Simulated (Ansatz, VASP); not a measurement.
Two plane-wave programs on Al8N

The input INCAR:

```
ALGO     = Normal         # electronic algorithm
DIPOL    = 0.5 0.5 0.395
EDIFF    = 1E-6           # SCF threshold, eV
ENCUT    = 520            # plane-wave cutoff, eV
GGA      = PE             # functional
IDIPOL   = 3            
ISIF     = 2              # what is computed and relaxed
ISMEAR   = 0              # smearing method
LASPH    = True           # aspherical terms in the spheres
LCHARG   = False          # write CHGCAR
LDIPOL   = True         
LREAL    = False          # projectors in reciprocal space
LWAVE    = False          # write WAVECAR
NBANDS   = 24             # bands
NELM     = 100            # most SCF steps
PREC     = Accurate       # precision mode
SIGMA    = 0.1            # smearing width, eV
```

The input KPOINTS:

```
k-points
0
Gamma
  9 9 1
```

File POSCAR:

```
Al8N
1.0
    2.8543223330      0.0000000000      0.0000000000
   -1.4271611665      2.4719156510      0.0000000000
    0.0000000000      0.0000000000     33.4760593533
Al N
8 1
Direct
    0.3333333333      0.6666666667      0.1194883770
    0.0000000000      0.0000000000      0.1895622803
    0.6666666667      0.3333333333      0.2596361837
    0.0000000000      0.0000000000      0.3297100869
    0.3333333333      0.6666666667      0.3992195594
    0.0000000000      0.0000000000      0.4696536480
    0.6666666667      0.3333333333      0.5400996810
    0.0000000000      0.0000000000      0.6116627748
    0.6666666667     -0.6666666667      0.6394438224
```

Input for Ansatz:

```yaml
crystal:
  lattice:
    - [2.854322333, 0.0, 0.0]
    - [-1.4271611665, 2.471915651, 0.0]
    - [0.0, 0.0, 33.4760593533]
  atoms:
    - { symbol: Al, position: [0.3333333333, 0.6666666667, 0.119488377] }
    - { symbol: Al, position: [0.0, 0.0, 0.1895622803] }
    - { symbol: Al, position: [0.6666666667, 0.3333333333, 0.2596361837] }
    - { symbol: Al, position: [0.0, 0.0, 0.3297100869] }
    - { symbol: Al, position: [0.3333333333, 0.6666666667, 0.3992195594] }
    - { symbol: Al, position: [0.0, 0.0, 0.469653648] }
    - { symbol: Al, position: [0.6666666667, 0.3333333333, 0.540099681] }
    - { symbol: Al, position: [0.0, 0.0, 0.6116627748] }
    - { symbol: "N", position: [0.6666666667, -0.6666666667, 0.6394438224] }
basis:
  ecutwfc: 420
kpoints:
  mp_grid: { grid: [9, 9, 1] }
hamiltonian:
  xc: pbe
scf:
  occupations: { method: gaussian, width: 0.1 }
output:
  forces: true
  eigenvalues: true
efield:
  axis: 3
  dipole_correction: true
  ramp_width: 0.04
```

Alike in both runs: task single point; functional PBE; k mesh 9 × 9 × 1; occupations gaussian, width 0.1 eV; no spin polarisation.

```csv
,VASP,Ansatz
version,VASP 6.6.1,Ansatz 0.2.0
potentials or method,"VASP PAW PBE potentials, release 64 (Al, N), cutoff 520 eV","scalar-relativistic, plane waves, PAW"
valence electrons in the cell,29,29
```

|  | VASP | Ansatz | Ansatz less VASP |
| --- | --- | --- | --- |
| gap on the k mesh at the Fermi level (eV) | none | none | - |
| rms of the force components (eV/Å) | 0.921 | 0.922 | +0.0011 |

Atom by atom the forces differ by 0.002 eV/Å (rms over components). A gap of «none» marks a metal or a gap that the smearing closes. The functional is the same, so the differences come from potentials, cutoffs and numerics.
